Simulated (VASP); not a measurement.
# Na (Fd-3m) in VASP: a series of runs

Runs on Na. Level: PBE. Tasks: single point, relaxation of cell and atoms.

Program: VASP 6.6.1. These are calculated values, not measurements. Logs are shortened: lines on timing, memory, paths and dates and some standing lists are left out, and cuts for length are marked.

## (1) The cell of the first run

Symmetry: Fd-3m, No. 227, cubic system. The conventional cell has a = 7.767 Å, b = 7.767 Å, c = 7.767 Å, α = 90.00°, β = 90.00°, γ = 90.00°. Within 4.4 Å of Na (site symmetry -43m) lie 4 Na at 3.36 Å.

## (2) Single point, PBE (volume scaled by 1.08)

Contents of INCAR:

```
SYSTEM = Na
ALGO = Normal
EDIFF = 1E-6
ENCUT = 520
GGA = PE
ISIF = 2
ISMEAR = -1
LASPH = .TRUE.
LCHARG = .FALSE.
LREAL = .FALSE.
LWAVE = .FALSE.
NBANDS = 14
NELM = 80
PREC = Accurate
SIGMA = 0.1
```

Contents of KPOINTS:

```
k-points
0
G
  8 8 8
  0 0 0
```

Contents of POSCAR:

```
Na
1.0
    0.0000000000      3.8835172472      3.8835172472
    3.8835172472      0.0000000000      3.8835172472
    3.8835172472      3.8835172472      0.0000000000
Na
2
Direct
    0.1250000000      0.1250000000      0.1250000000
    0.8750000000      0.8750000000      0.8750000000
```

Potentials or basis: VASP PAW PBE potentials, release 64 (Na_pv).

Launch:

```sh
cat potpaw_PBE.64/Na_pv/POTCAR > POTCAR
mpirun -np 1 vasp_std > vasp.out
```

OUTCAR:

```text
SYSTEM = Na
   EDIFF = 1E-6
   ENCUT = 520
   GGA = PE
   ISIF = 2
   ISMEAR = -1
   LASPH = .TRUE.
   LREAL = .FALSE.
   NELM = 80
   PREC = Accurate

 ion  position               nearest neighbor table
   1  0.125  0.125  0.125-
   2  0.875  0.875  0.875-

  LATTYP: Found a face centered cubic cell.
 ALAT       =     7.7670344944

  Lattice vectors:

 A1 = (   0.0000000000,   3.8835172472,   3.8835172472)
 A2 = (   3.8835172472,   0.0000000000,   3.8835172472)
 A3 = (   3.8835172472,   3.8835172472,   0.0000000000)

Analysis of symmetry for initial positions (statically):
=====================================================================
 Subroutine PRICEL returns:
 Original cell was already a primitive cell.

 Routine SETGRP: Setting up the symmetry group for a
 face centered cubic supercell.

 Subroutine GETGRP returns: Found 48 space group operations
 (whereof 12 operations were pure point group operations)
 out of a pool of 48 trial point group operations.

The static configuration has the point symmetry D_3d.
 The point group associated with its full space group is O_h .

Analysis of symmetry for dynamics (positions and initial velocities):
=====================================================================
 Subroutine PRICEL returns:
 Original cell was already a primitive cell.

 Routine SETGRP: Setting up the symmetry group for a
 face centered cubic supercell.

 Subroutine GETGRP returns: Found 48 space group operations
 (whereof 12 operations were pure point group operations)
 out of a pool of 48 trial point group operations.

The dynamic configuration has the point symmetry D_3d.
 The point group associated with its full space group is O_h .

 Subroutine INISYM returns: Found 48 space group operations
 (whereof 12 operations are pure point group operations),
 and found     1 'primitive' translations

----------------------------------------------------------------------------------------

                                     Primitive cell

  volume of cell :     117.1401

  direct lattice vectors                    reciprocal lattice vectors
     0.000000000  3.883517247  3.883517247    -0.128749267  0.128749267  0.128749267
     3.883517247  0.000000000  3.883517247     0.128749267 -0.128749267  0.128749267
     3.883517247  3.883517247  0.000000000     0.128749267  0.128749267 -0.128749267

  length of vectors
     5.492122761  5.492122761  5.492122761     0.223000272  0.223000272  0.223000272

  position of ions in fractional coordinates (direct lattice)
     0.125000000  0.125000000  0.125000000
     0.875000000  0.875000000  0.875000000

  ion indices of the primitive-cell ions
   primitive index   ion index
                 1           1
                 2           2

----------------------------------------------------------------------------------------

 KPOINTS: k-points

Automatic generation of k-mesh.
 Grid dimensions read from file:
 generate k-points for:    8    8    8

 Generating k-lattice:

  Cartesian coordinates                     Fractional coordinates (reciprocal lattice)
    -0.016093658  0.016093658  0.016093658     0.125000000  0.000000000  0.000000000
     0.016093658 -0.016093658  0.016093658     0.000000000  0.125000000  0.000000000
     0.016093658  0.016093658 -0.016093658     0.000000000  0.000000000  0.125000000

  Length of vectors
     0.027875034  0.027875034  0.027875034

  Shift w.r.t. Gamma in fractional coordinates (k-lattice)
     0.000000000  0.000000000  0.000000000

 Subroutine IBZKPT returns following result:
 ===========================================

 Found     29 irreducible k-points:

 Following reciprocal coordinates:
            Coordinates               Weight
  0.000000  0.000000  0.000000      1.000000
  0.125000  0.000000  0.000000      8.000000
  0.250000  0.000000  0.000000      8.000000
  0.375000  0.000000  0.000000      8.000000
  0.500000  0.000000  0.000000      4.000000
  0.125000  0.125000  0.000000      6.000000
[... 16 lines left out ...]
  0.500000  0.250000  0.125000     48.000000
 -0.375000  0.250000  0.125000     24.000000
 [... further k-points ...]
   k-points           NKPTS =     29   k-points in BZ     NKDIM =     29   number of bands    NBANDS=     14
   number of dos      NEDOS =    301   number of ions     NIONS =      2
   total plane-waves  NPLWV =  74088
   dimension x,y,z NGX =    42 NGY =   42 NGZ =   42
   dimension x,y,z NGXF=    84 NGYF=   84 NGZF=   84
   ions per type =               2
   NGX,Y,Z   is equivalent  to a cutoff of  12.71, 12.71, 12.71 a.u.
   NGXF,Y,Z  is equivalent  to a cutoff of  25.43, 25.43, 25.43 a.u.
 SYSTEM =  Na
   PREC   = accura    normal or accurate (medium, high low for compatibility)
   ISTART =      0    job   : 0-new  1-cont  2-samecut
   ICHARG =      2    charge: 1-file 2-atom 10-const
   ISPIN  =      1    spin polarized calculation?
   LNONCOLLINEAR =      F non collinear calculations
   LSORBIT =      F    spin-orbit coupling
   LASPH  =      T    aspherical Exc in radial PAW
   ENCUT  =  520.0 eV  38.22 Ry    6.18 a.u.  10.21 10.21 10.21*2*pi/ulx,y,z
   NELM   =     80;   NELMIN=  2; NELMDL= -5     # of ELM steps
   EDIFF  = 0.1E-05   stopping-criterion for ELM
   LREAL  =      F    real-space projection
   EDIFFG = 0.1E-04   stopping-criterion for IOM
   NSW    =      0    number of steps for IOM
   IBRION =     -1    ionic relax: 0-MD 1-quasi-New 2-CG
   NFREE  =      0    steps in history (QN), initial steepest desc. (CG)
   ISIF   =      2    stress and relaxation
   ISYM   =      2    0-nonsym 1-usesym 2-fastsym
   POTIM  = 0.5000    time-step for ionic-motion
   TEBEG  =    0.0;   TEEND  =   0.0 temperature during run
   PSTRESS=    0.0 pullay stress
   NELECT =      14.0000    total number of electrons
   NUPDOWN=      -1.0000    fix difference up-down
   EMIN   =  10.00;   EMAX   =-10.00  energy-range for DOS
   EFERMI =   0.00;   METHOD = LEGACY
   ISMEAR =    -1;   SIGMA  =   0.10  broadening in eV -4-tet -1-fermi 0-gaus
   EFERMI_NEDOS =   21; number of points for ismear=-14 and -15
   IALGO  =     38    algorithm
   IMIX   =      4    mixing-type and parameters
     AMIX     =   0.40;   BMIX     =  1.00
     AMIX_MAG =   1.60;   BMIX_MAG =  1.00
  volume/ion in A,a.u.               =      58.57       395.25
  Fermi-wavevector in a.u.,A,eV,Ry     =   0.806397  1.523869  8.847545  0.650276
  Thomas-Fermi vector in A             =   1.914822
   LORBIT       =      0    0 simple, 1 ext, 2 COOP (PROOUT), +10 PAW based schemes
   GGA     = PE    functional components
   LHFCALC =     F    Hartree Fock is set to
   AEXX    =    0.0000 exact exchange contribution
   IVDW    =     0    specifies the selected vdW correction
   LEPSILON=     F    determine dielectric tensor
   LRPA    =     F    only Hartree local field effects (RPA)
 non-spin polarized calculation
  energy-cutoff  :      520.00
  volume of cell :      117.14
 maximum number of plane-waves:      3180
 NGX is ok and might be reduce to    42
   NGX = 21   NGY = 21   NGZ = 21

 number of electron      13.9999985 magnetization

 Free energy of the ion-electron system (eV)
  ---------------------------------------------------
  ext. energy  EPLUGINS =         0.00000000
  ---------------------------------------------------
  free energy    TOTEN  =        -1.96168109 eV

  energy without entropy =       -1.92538061  energy(sigma->0) =       -1.94353085

 E-fermi :  -0.7607     XC(G=0):  -5.3281

 val. band max:       -0.9732320466   @ k =  -0.3750   0.3750   0.1250
 cond. band min:      -0.7549450546   @ k =   0.5000   0.1250   0.0000
 fundamental gap:      0.2182869920
 Fermi energy:        -0.7607035676

 k-point     1 :       0.0000    0.0000    0.0000
  band No.  band energies     occupation
      1     -26.1790      2.00000
      2     -26.1790      2.00000
      3     -26.1790      2.00000
      4     -26.1520      2.00000
      5     -26.1520      2.00000
      6     -26.1520      2.00000
      7      -3.1756      2.00000
      8       3.6128      0.00000
      9       3.6128      0.00000
     10       3.6128      0.00000
     11       3.9581      0.00000
     12       3.9581      0.00000
     13       3.9581      0.00000
     14       5.4880      0.00000

 k-point     2 :       0.1250    0.0000    0.0000
  band No.  band energies     occupation
      1     -26.1794      2.00000
      2     -26.1794      2.00000
      3     -26.1789      2.00000
      4     -26.1523      2.00000
      5     -26.1516      2.00000
      6     -26.1516      2.00000
      7      -3.0582      2.00000
      8       2.4046      0.00000
      9       3.2920      0.00000
     10       3.2920      0.00000
     11       4.1957      0.00000
     12       4.4021      0.00000
     13       4.4021      0.00000
     14       5.4531      0.00000

 k-point     3 :       0.2500    0.0000    0.0000
  band No.  band energies     occupation
      1     -26.1804      2.00000
      2     -26.1804      2.00000
      3     -26.1785      2.00000
      4     -26.1529      2.00000
      5     -26.1507      2.00000
      6     -26.1506      2.00000
      7      -2.7086      2.00000
      8       1.0111      0.00000
      9       3.0240      0.00000
     10       3.0241      0.00000
     11       4.0352      0.00000
     12       4.3627      0.00000
     13       4.3627      0.00000
     14       5.4866      0.00000
[... 324 lines left out ...]
 k-point    23 :       0.5000    0.2500    0.1250
  band No.  band energies     occupation
      1     -26.1837      2.00000
      2     -26.1824      2.00000
      3     -26.1738      2.00000
      4     -26.1577      2.00000
      5     -26.1488      2.00000
      6     -26.1476      2.00000
      7      -1.8327      1.99996
      8       0.0787      0.00045
      9       1.2202      0.00000
     10       1.9168      0.00000
     11       3.7367      0.00000
     12       4.3308      0.00000
     13       4.9396      0.00000
     14       6.0201      0.00000

 k-point    24 :      -0.3750    0.2500    0.1250
  band No.  band energies     occupation
      1     -26.1842      2.00000
      2     -26.1827      2.00000
      3     -26.1730      2.00000
      4     -26.1585      2.00000
      5     -26.1484      2.00000
      6     -26.1472      2.00000
      7      -1.2538      1.98566
      8      -0.7141      0.77104
      9       1.2602      0.00000
     10       1.6645      0.00000
     11       3.7902      0.00000
     12       4.0937      0.00000
     13       5.8048      0.00000
     14       6.3562      0.00000

 [... further k-points ...]

------------------------ aborting loop because EDIFF is reached ----------------------------------------

  FORCE on cell =-STRESS in cart. coord.  units (eV):
  Direction    XX          YY          ZZ          XY          YZ          ZX
  --------------------------------------------------------------------------------------
  -------------------------------------------------------------------------------------
  Total       -0.1385009     -0.1385009     -0.1385009      0.0000000     -0.0000000      0.0000000
  in kB       -1.8943378     -1.8943378     -1.8943378      0.0000000     -0.0000000      0.0000000
  external PRESSURE =      -1.8943378 kB  Pullay stress =       0.0000000 kB

 VOLUME and BASIS-vectors are now :
 -----------------------------------------------------------------------------
  energy-cutoff  :      520.00
  volume of cell :      117.14
      direct lattice vectors                 reciprocal lattice vectors
     0.000000000  3.883517247  3.883517247    -0.128749267  0.128749267  0.128749267
     3.883517247  0.000000000  3.883517247     0.128749267 -0.128749267  0.128749267
     3.883517247  3.883517247  0.000000000     0.128749267  0.128749267 -0.128749267

 POSITION                                       TOTAL-FORCE (eV/Angst)
 -----------------------------------------------------------------------------------
      0.97088      0.97088      0.97088         0.000000      0.000000      0.000000
      6.79616      6.79616      6.79616        -0.000000     -0.000000     -0.000000
 -----------------------------------------------------------------------------------
    total drift:                                0.000000      0.000000      0.000000

  FREE ENERGIE OF THE ION-ELECTRON SYSTEM (eV)
  ---------------------------------------------------
  free  energy   TOTEN  =        -1.9616810923 eV

  energy  without entropy=       -1.9253806066  energy(sigma->0) =       -1.94353085
```

It took 17 s on 1 thread of Intel Xeon 6975P-C (Granite Rapids), shared host; peak memory 0.25 GiB.

Results:

```
Free energy            : -1.9617 eV
Pressure               : -0.2 GPa
Band gap on the k mesh : zero (band 7 reaches -0.40 eV, above the bottom of band 8 at -1.00 eV)
```

Caveat: the cell differs from its parent crystal (volume scaled by 1.08).

## (3) Single point, PBE (volume scaled by 1.12)

Contents of INCAR:

```
SYSTEM = Na
  PREC = Accurate
  ENCUT = 520
  EDIFF = 1E-7
  ISMEAR = -1
  SIGMA = 0.1
  LREAL = .False.
  LASPH = .True.
  NELM = 80
  ALGO = Normal
  ISIF = 2
  LWAVE = .False.
  LCHARG = .False.
  GGA = PE
  NBANDS = 14
```

Contents of KPOINTS:

```
regular mesh
0
Gamma
  8 8 8
  0 0 0
```

Contents of POSCAR:

```
Na
1.0
    0.0000000000      3.9308818817      3.9308818817
    3.9308818817      0.0000000000      3.9308818817
    3.9308818817      3.9308818817      0.0000000000
Na
2
Direct
    0.1250000000      0.1250000000      0.1250000000
    0.8750000000      0.8750000000      0.8750000000
```

Potentials or basis: VASP PAW PBE potentials, release 64 (Na_pv).

Launch:

```sh
cat potpaw_PBE.64/Na_pv/POTCAR > POTCAR
mpirun -np 1 vasp_std > vasp.out
```

Wall time 17 s (1 thread of Intel Xeon 6975P-C (Granite Rapids), shared host); peak memory 0.25 GiB.

It converged, with:

| Item | Value |
| --- | --- |
| Free energy | -1.9556 eV |
| Pressure | -0.3 GPa |
| Band gap on the k mesh | zero (band 7 reaches -0.49 eV, above the bottom of band 8 at -1.04 eV) |

Levels at points of the mesh, in eV from the Fermi level:
```csv
k point,band 5,band 6,band 7,band 8,band 9,band 10
"(0.00, 0.00, 0.00)",-25.40,-25.40,-2.36,4.27,4.27,4.27
"(0.50, 0.00, 0.00)",-25.40,-25.40,-0.80,-0.21,3.57,3.57
"(0.50, 0.50, 0.00)",-25.40,-25.40,0.03,0.03,2.26,2.26
```

Caveat: the cell differs from its parent crystal (volume scaled by 1.12).

## (4) Single point, PBE

This run uses another cell than the first one, of 54.23 Å³/atom, 0.926 times its volume.

Contents of INCAR:

```
SYSTEM = Na
  PREC = Accurate
  ENCUT = 520
  EDIFF = 1E-6
  ISMEAR = -1
  SIGMA = 0.1
  LREAL = .False.
  LASPH = .True.
  NELM = 60
  ALGO = Normal
  ISIF = 2
  LWAVE = .False.
  LCHARG = .True.
  GGA = PE
  LELF = .True.
  LVHAR = .True.
  NBANDS = 14
```

Contents of KPOINTS:

```
regular mesh
0
Gamma
  12 12 12
  0 0 0
```

Contents of POSCAR:

```
Na
1.0
    0.0000000000      3.7851577725      3.7851577725
    3.7851577725      0.0000000000      3.7851577725
    3.7851577725      3.7851577725      0.0000000000
Na
2
Direct
    0.1250000000      0.1250000000      0.1250000000
    0.8750000000      0.8750000000      0.8750000000
```

Launch:

```sh
cat potpaw_PBE.64/Na_pv/POTCAR > POTCAR
mpirun -np 1 vasp_std > vasp.out
```

Wall time 26 s (1 thread of Intel Xeon 6975P-C (Granite Rapids), shared host); peak memory 0.27 GiB.

The run converged. Its results:

- Free energy: -1.9657 eV
- Pressure: 0.0 GPa
- Band gap on the k mesh: zero (band 7 reaches -0.18 eV, above the bottom of band 8 at -0.90 eV)

Levels at points of the mesh, in eV from the Fermi level:
```tsv
k point	band 3	band 4	band 5	band 6	band 7	band 8	band 9	band 10	band 11	band 12
(0.00, 0.00, 0.00)	-25.41	-25.38	-25.38	-25.38	-2.55	4.60	4.60	4.60	4.92	4.92
(0.50, 0.00, 0.00)	-25.41	-25.38	-25.38	-25.38	-0.81	-0.30	3.87	3.87	4.62	4.62
(0.50, 0.50, 0.00)	-25.40	-25.40	-25.37	-25.37	0.05	0.05	2.40	2.40	3.04	3.04
```

## (5) Relaxation of cell and atoms, PBE

This run uses another cell than the first one, of 50.91 Å³/atom, 0.869 times its volume.

Contents of INCAR:

```
  PREC = Accurate
  ENCUT = 600
  EDIFF = 1E-6
  ISMEAR = -1
  SIGMA = 0.1
  LREAL = F
  LASPH = T
  NELM = 80
  ALGO = Normal
  ISIF = 3
  LWAVE = F
  LCHARG = F
  GGA = PE
  IBRION = 2
  NSW = 80
  EDIFFG = -0.01
```

Contents of KPOINTS:

```
Automatic mesh
0
Gamma
  8 8 8
```

Contents of POSCAR:

```
Na
1.0
    0.0000000000      3.7061924832      3.7061924832
    3.7061924832      0.0000000000      3.7061924832
    3.7061924832      3.7061924832      0.0000000000
Na
2
Direct
    0.1250000000      0.1250000000      0.1250000000
    0.8750000000      0.8750000000      0.8750000000
```

Launch:

```sh
cat potpaw_PBE.64/Na_pv/POTCAR > POTCAR
mpirun -np 1 vasp_std > vasp.out
```

Wall time 40 s (1 thread of Intel Xeon 6975P-C (Granite Rapids), shared host); peak memory 0.26 GiB.

The run converged. Its results:

* Free energy: -1.9666 eV
* Relaxed volume: 54.35 Å³/atom
* Relaxed cell: a = 5.357 Å, b = 5.357 Å, c = 5.357 Å, α = 60.00°, β = 60.00°, γ = 60.00°
* Space group after relaxing (to 0.05 Å): Fd-3m (No. 227)
* Energy gained by relaxing: 2.3 meV/atom
* Ionic steps: 4
* Pressure after relaxing: 0.0 GPa
* Band gap on the k mesh: zero (band 7 reaches -0.19 eV, above the bottom of band 8 at -0.90 eV)

The path:
```tsv
step	energy change (eV)	largest force (eV/Å)	pressure (GPa)	volume (Å³)
1	0.0000	0.0000	0.22	101.82
2	-0.0013	0.0000	0.17	102.84
3	-0.0031	0.0000	0.14	104.77
4	-0.0046	0.0000	0.02	108.70
```

Final structure:
```
Na
1.0
     0.00000    3.78790    3.78790
     3.78790    0.00000    3.78790
     3.78790    3.78790    0.00000
Na
2
Direct
  0.12500 0.12500 0.12500
  0.87500 0.87500 0.87500
```

Levels at points of the mesh, in eV from the Fermi level:
```tsv
k point	band 3	band 4	band 5	band 6	band 7	band 8	band 9	band 10	band 11
(0.00, 0.00, 0.00)	-25.41	-25.38	-25.38	-25.38	-2.54	4.60	4.60	4.60	4.92
(0.50, 0.00, 0.00)	-25.41	-25.38	-25.37	-25.37	-0.81	-0.29	3.87	3.87	4.62
(0.50, 0.50, 0.00)	-25.39	-25.39	-25.37	-25.37	0.05	0.05	2.41	2.41	3.04
```

## (6) The runs side by side

| task | cell | k mesh | cutoff (eV) | gap on the mesh (eV) | pressure (GPa) |
| --- | --- | --- | --- | --- | --- |
| single point | a = 5.492 Å, angles 60.0°, 2 atoms | 8 × 8 × 8 | 520 | none | -0.2 |
| single point | a = 5.559 Å, angles 60.0°, 2 atoms | 8 × 8 × 8 | 520 | none | -0.3 |
| single point | a = 5.353 Å, angles 60.0°, 2 atoms | 12 × 12 × 12 | 520 | none | 0.0 |
| relaxation of cell and atoms | relaxed from a = 5.241 Å, angles 60.0°, 2 atoms | 8 × 8 × 8 | 600 | none | 0.0 |

Alike in all rows: level PBE; potentials or basis VASP PAW PBE potentials, release 64 (Na_pv); no spin polarisation; smearing fermi-dirac 0.1 eV.

Absolute energies hang on the potentials; compare differences alone.
